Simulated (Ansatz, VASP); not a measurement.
## ZrB2: VASP beside Ansatz

POSCAR

```
ZrB2
1.0
    3.1700000000      0.0000000000      0.0000000000
   -1.5850000000      2.7453005300      0.0000000000
    0.0000000000      0.0000000000      3.5330000000
Zr B
1 2
Direct
    0.0000000000      0.0000000000      0.0000000000
    0.6666666667      0.3333333333      0.5000000000
    0.3333333333      0.6666666667      0.5000000000
```

File INCAR.step1:

```
SYSTEM = ZrB2
PREC     = Accurate       ! precision mode
ENCUT    = 520            ! plane-wave cutoff, eV
EDIFF    = 1E-5           ! SCF threshold, eV
ISMEAR   = -1             ! smearing method
SIGMA    = 0.05           ! smearing width, eV
LREAL    = .False.        ! projectors in reciprocal space
LASPH    = .True.         ! aspherical terms in the spheres
NELM     = 60             ! most SCF steps
ALGO     = Normal         ! electronic algorithm
ISIF     = 2              ! what is computed and relaxed
LWAVE    = .True.         ! write WAVECAR
NBANDS   = 16             ! bands
GGA      = PE             ! functional
```

Contents of INCAR.step2:

```
SYSTEM = ZrB2
PREC     = Accurate       ! precision mode
ENCUT    = 520            ! plane-wave cutoff, eV
EDIFF    = 1E-7           ! SCF threshold, eV
ISMEAR   = -1             ! smearing method
SIGMA    = 0.05           ! smearing width, eV
LREAL    = .False.        ! projectors in reciprocal space
LASPH    = .True.         ! aspherical terms in the spheres
NELM     = 60             ! most SCF steps
ALGO     = Normal         ! electronic algorithm
ISIF     = 2              ! what is computed and relaxed
LWAVE    = .False.        ! write WAVECAR
LCHARG   = .True.         ! write CHGCAR
GGA      = PE             ! functional
LHFCALC  = .True.         ! exact exchange
AEXX     = 0.1            ! exact-exchange fraction
HFSCREEN = 0.2078699      ! screening, 1/A
PRECFOCK = Normal       
LELF     = .True.         ! ELF
LVHAR    = .True.       
NBANDS   = 16             ! bands
ISTART   = 1
```

KPOINTS

```
regular mesh
0
Gamma
  6 6 4
  0 0 0
```

The input input.yaml:

```yaml
crystal:
  lattice:
    - [3.17, 0.0, 0.0]
    - [-1.585, 2.74530053, 0.0]
    - [0.0, 0.0, 3.533]
  atoms:
    - { symbol: Zr, position: [0.0, 0.0, 0.0] }
    - { symbol: B, position: [0.6666666667, 0.3333333333, 0.5] }
    - { symbol: B, position: [0.3333333333, 0.6666666667, 0.5] }
hamiltonian:
  xc:
    exchange: pbe
    correlation: pbe
    exx: { coeff: 0.1, omega: 0.2078699 }
  pseudopotentials: { kind: paw }
kpoints:
  mp_grid: { grid: [6, 6, 4] }
scf:
  occupations: { method: fermi_dirac, width: 0.05 }
output:
  forces: true
  stress: true
  eigenvalues: true
```

Alike in both runs: task single point; functional PBE-based screened hybrid; k mesh 6 × 6 × 4; occupations fermi-dirac, width 0.05 eV; no spin polarisation.

|  | VASP | Ansatz |
| --- | --- | --- |
| version | VASP 6.6.1 | Ansatz 0.2.0 |
| potentials or method | VASP PAW PBE potentials, release 64 (Zr_sv, B) | Ansatz PAW |
| plane-wave cutoff (eV) | 520 | 420 |
| valence electrons in the cell | 18 | 18 |

```csv
,VASP,Ansatz,Ansatz less VASP
gap on the k mesh at the Fermi level (eV),none,none,-
pressure (GPa),-0.2,-0.3,-0.12
"traceless stress, the component that is largest in VASP (GPa)",-1.20,-1.24,-0.034
```

VASP's potentials were made for PBE, not for PBE-based screened hybrid. A gap of «none» marks a metal or a gap that the smearing closes.

The k mesh is coarse, so the values compare programs but aren't converged.
